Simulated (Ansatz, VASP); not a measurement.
## Two plane-wave programs on Co

```
Co
1.0
     2.50740    0.00000    0.00000
    -1.25370    2.17147    0.00000
     0.00000    0.00000    4.06990
Co
2
Direct
  0.33333 0.66667 0.25000
  0.66667 0.33333 0.75000
```

Alike in both runs: task single point; functional r2SCAN; k mesh 14 × 14 × 8; occupations methfessel-paxton of order 1, width 0.15 eV; collinear spin; Hubbard terms Co d U = 1.3 eV.

|  | VASP | Ansatz |
| --- | --- | --- |
| version | VASP 6.6.1 | Ansatz 0.2.0 |
| potentials or method | VASP PAW PBE potentials, release 64 (Co), cutoff 520 eV | PAW, plane waves, scalar-relativistic |
| valence electrons in the cell | 18 | 34 |

Ansatz gave:

| Item | Value |
| --- | --- |
| pressure (GPa) | -8.1 |
| traceless stress, the component that is largest in VASP (GPa) | 2.90 |
| net moment per atom (μB) | 1.80 |
| size of the moment on the site where the two differ most (μB) | 1.95 |

Which values does VASP return?

Pressure (GPa): -9.2; traceless stress, the component that is largest in VASP (GPa): 3.01; net moment per atom (μB): 1.80; size of the moment on the site where the two differ most (μB): 1.89.

VASP's potentials were made for PBE, not for r2SCAN. Site moments also hang on the region over which each program counts them. The programs project onto different local orbitals, so the same U acts differently, and such runs can settle in different states. VASP's potentials hold 18 valence electrons a cell and Ansatz's 34, so a difference there can come from the potentials and not from the codes. Ansatz's warnings: filled band counts differ across k points, stability check not made.
